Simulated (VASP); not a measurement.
# SnPtAu3 (Pm-3m) in VASP: notebook, part 2 of 2

VASP 6.6.1. Earlier steps stand in the parts before.

## (3) Single point, PBE

This run uses another cell than the first one, of 26.24 Å³/atom, 0.997 times its volume.

The input, INCAR:

```
  ALGO = Fast
  EDIFF = 1E-7
  ENCUT = 520
  GGA = PE
  ISIF = 2
  ISMEAR = 0
  LASPH = True
  LCHARG = False
  LREAL = False
  LWAVE = False
  NBANDS = 36
  NELM = 100
  PREC = Accurate
  SIGMA = 0.1
```

The input, KPOINTS:

```
k-points
0
Gamma
  8 8 8
```

The input, POSCAR:

```
SnPtAu3
1.0
    5.0815793611      0.0000000000      0.0000000000
    0.0000000000      5.0815793611      0.0000000000
    0.0000000000      0.0000000000      5.0815793611
Sn Pt Au
1 1 3
Direct
    0.0000000000      0.0000000000      0.0000000000
    0.5000000000      0.5000000000      0.5000000000
    0.5000000000      0.5000000000      0.0000000000
    0.0000000000      0.5000000000      0.5000000000
    0.5000000000      0.0000000000      0.5000000000
```

Potentials or basis: VASP PAW PBE potentials, release 64 (Sn_d, Pt, Au).

Started as:

```bash
$ cat potpaw_PBE.64/Sn_d/POTCAR potpaw_PBE.64/Pt/POTCAR potpaw_PBE.64/Au/POTCAR > POTCAR
$ mpirun -np 1 vasp_std > vasp.out
```

Wall time 97 s (1 thread of Intel Xeon Platinum 8559C (Emerald Rapids), shared host); peak memory 0.34 GiB.

It converged, with:

| Quantity | Value |
| --- | --- |
| Free energy | -16.9850 eV |
| Pressure | -0.2 GPa |

Levels at points of the mesh, in eV from the Fermi level:
| k point | band 25 | band 26 | band 27 | band 28 | band 29 | band 30 | band 31 | band 32 | band 33 | band 34 |
| --- | --- | --- | --- | --- | --- | --- | --- | --- | --- | --- |
| (0.00, 0.00, 0.00) | -0.45 | -0.45 | -0.45 | -0.16 | -0.16 | -0.16 | 3.80 | 3.80 | 3.80 | 3.98 |
| (0.50, 0.00, 0.00) | -1.02 | -0.72 | -0.72 | -0.16 | 1.27 | 1.27 | 2.58 | 2.58 | 2.71 | 4.37 |
| (0.50, 0.50, 0.00) | -1.86 | -1.86 | -1.65 | -0.74 | -0.74 | 2.05 | 2.50 | 2.50 | 3.49 | 4.70 |
| (0.50, 0.50, 0.50) | -2.34 | -2.34 | -2.34 | -0.76 | -0.76 | -0.76 | -0.45 | -0.45 | -0.45 | 7.85 |

Caveat: spin-orbit coupling is left out, which moves the levels of the heavy elements.

## (4) Relaxation of cell and atoms, PBE

This run uses another cell than the first one, of 21.58 Å³/atom, 0.820 times its volume.

The input, INCAR:

```
SYSTEM = SnPtAu3
  PREC = Accurate
  ENCUT = 600
  EDIFF = 1E-7
  ISMEAR = 0
  SIGMA = 0.1
  LREAL = .FALSE.
  LASPH = .TRUE.
  NELM = 100
  ALGO = Normal
  ISIF = 3
  LWAVE = .FALSE.
  LCHARG = .FALSE.
  GGA = PE
  IBRION = 2
  NSW = 90
  EDIFFG = -0.04
```

The input, KPOINTS:

```
Automatic mesh
0
G
  4 4 4
  0 0 0
```

Changes to POSCAR since step 3:

```diff
@@ -2,5 +2,5 @@
 1.0
-    5.0815793611      0.0000000000      0.0000000000
-    0.0000000000      5.0815793611      0.0000000000
-    0.0000000000      0.0000000000      5.0815793611
+    4.7608202200      0.0000000000      0.0000000000
+    0.0000000000      4.7608202200      0.0000000000
+    0.0000000000      0.0000000000      4.7608202200
 Sn Pt Au
```

Potentials or basis: VASP PAW PBE potentials, release 64 (Sn_d, Pt, Au).

Started as:

```bash
$ cat potpaw_PBE.64/Sn_d/POTCAR potpaw_PBE.64/Pt/POTCAR potpaw_PBE.64/Au/POTCAR > POTCAR
$ mpirun -np 1 vasp_std > vasp.out
```

OUTCAR:

```text
SYSTEM = SnPtAu3
   PREC = Accurate
   ENCUT = 600
   EDIFF = 1E-7
   ISMEAR = 0
   LREAL = .FALSE.
   LASPH = .TRUE.
   NELM = 100
   ISIF = 3
   GGA = PE
   IBRION = 2
   NSW = 90
   EDIFFG = -0.04

 ion  position               nearest neighbor table
   1  0.000  0.000  0.000-   3 3.37   4 3.37   5 3.37   4 3.37   5 3.37   3 3.37   4 3.37   4 3.37
                             3 3.37   5 3.37   5 3.37   3 3.37
   2  0.500  0.500  0.500-   3 2.38   4 2.38   5 2.38   3 2.38   5 2.38   4 2.38
   3  0.500  0.500  0.000-   2 2.38   2 2.38   4 3.37   5 3.37   1 3.37   4 3.37   5 3.37   1 3.37
                             5 3.37   5 3.37   1 3.37   4 3.37   4 3.37   1 3.37
   4  0.000  0.500  0.500-   2 2.38   2 2.38   3 3.37   5 3.37   1 3.37   3 3.37   1 3.37   5 3.37
                             1 3.37   1 3.37   3 3.37   5 3.37   3 3.37   5 3.37
   5  0.500  0.000  0.500-   2 2.38   2 2.38   3 3.37   4 3.37   1 3.37   3 3.37   1 3.37   3 3.37
[... 184 lines left out ...]
  --------------------------------------------------------------------------------------
  -------------------------------------------------------------------------------------
  Total       16.2854484     16.2854484     16.2854484      0.0000000      0.0000000     -0.0000000
  in kB      241.8048219    241.8048219    241.8048219      0.0000000      0.0000000     -0.0000000
  external PRESSURE =     241.8048219 kB  Pullay stress =       0.0000000 kB
[... 858 lines left out ...]
--------------------------------------- Ionic step        4  -------------------------------------------

 number of electron      57.0000011 magnetization

 Free energy of the ion-electron system (eV)
  ---------------------------------------------------
  ext. energy  EPLUGINS =         0.00000000
  ---------------------------------------------------
  free energy    TOTEN  =       -16.81663328 eV

  energy without entropy =      -16.80559446  energy(sigma->0) =      -16.81111387

 E-fermi :   4.9715     XC(G=0): -10.1245

 val. band max:        4.9377173730   @ k =   0.5000   0.2500   0.0000
 cond. band min:       5.1807090897   @ k =   0.5000   0.2500   0.2500
 fundamental gap:      0.2429917167
 Fermi energy:         4.9714653680
[... 400 lines left out ...]
  FREE ENERGIE OF THE ION-ELECTRON SYSTEM (eV)
  ---------------------------------------------------
  free  energy   TOTEN  =       -16.8166332799 eV

  energy  without entropy=      -16.8055944623  energy(sigma->0) =      -16.81111387

 reached required accuracy - stopping structural energy minimisation
```

It took 1.7 min on 1 thread of Intel Xeon Platinum 8559C (Emerald Rapids), shared host; peak memory 0.27 GiB.

What came out:

```
Free energy                            : -16.8166 eV
Relaxed volume                         : 26.33 Å³/atom
Relaxed cell                           : a = 5.087 Å, b = 5.087 Å, c = 5.087 Å, α = 90.00°, β = 90.00°, γ = 90.00°
Space group after relaxing (to 0.05 Å) : Pm-3m (No. 221)
Energy gained by relaxing              : 290.0 meV/atom
Ionic steps                            : 4
Pressure after relaxing                : -0.2 GPa
```

The path:
```tsv
step	energy change (eV)	largest force (eV/Å)	pressure (GPa)	volume (Å³)
1	0.0000	0.0000	24.18	107.91
2	-0.1098	0.0000	-9.18	167.18
3	-1.4477	0.0000	-0.63	132.48
4	-1.4498	0.0000	-0.19	131.67
```

Final structure:
```
Sn Pt Au
1.0
     5.08736    0.00000    0.00000
     0.00000    5.08736    0.00000
     0.00000    0.00000    5.08736
Sn Pt Au
1 1 3
Direct
  0.00000 0.00000 0.00000
  0.50000 0.50000 0.50000
  0.50000 0.50000 0.00000
  0.00000 0.50000 0.50000
  0.50000 0.00000 0.50000
```

Caveat: the volume moved by over 15 % at a fixed basis, so the end points are rough; spin-orbit coupling is left out, which moves the levels of the heavy elements.

## (5) The runs side by side

| task | cell | k mesh | cutoff (eV) | gap on the mesh (eV) | pressure (GPa) |
| --- | --- | --- | --- | --- | --- |
| single point | a = 5.087 Å, 5 atoms | 4 × 4 × 4 | 520 | none | -0.2 |
| single point | a = 5.082 Å, 5 atoms | 8 × 8 × 8 | 520 | none | -0.2 |
| relaxation of cell and atoms | relaxed from a = 4.761 Å, 5 atoms | 4 × 4 × 4 | 600 | none | -0.2 |

Alike in all rows: level PBE; potentials or basis VASP PAW PBE potentials, release 64 (Sn_d, Pt, Au); no spin polarisation; smearing gaussian 0.1 eV.

Caveats: spin-orbit coupling is left out, which moves the levels of the heavy elements; the volume moved by over 15 % at a fixed basis, so the end points are rough (some runs).

Absolute energies hang on the potentials; compare differences alone.
